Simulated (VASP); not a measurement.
LiCl:

```xyz
2
Lattice="3.1694 0.0000 0.0000 0.0000 3.2711 0.0000 0.0000 0.0000 3.2711" Properties=species:S:1:pos:R:3 pbc="T T T"
Li    0.0000    0.0000    0.0000
Cl    1.5847    1.6356    1.6356
```

This cell differs from its parent crystal: uniaxial x strain -3.1%.

Base run:

```yaml
Program: VASP 6.6.1
Functional: PBE
Potentials_or_basis: VASP PAW PBE potentials, release 64 (Li_sv, Cl)
Cutoff: 520 eV
k_mesh: 8 × 8 × 8
Occupations: fermi-dirac, width 0.02 eV
Spin: no spin polarisation
```

Its results: band gap on the k mesh 4.37 eV, indirect (least direct gap 4.90 eV).

Problem. The run is repeated on the same cell with these changes: functional from PBE to r2SCAN; occupations from fermi-dirac, width 0.02 eV to gaussian, width 0.01 eV. What comes out?

Solution. Band gap on the k mesh 5.33 eV, indirect (least direct gap 5.64 eV).

A k mesh can miss the band edges.
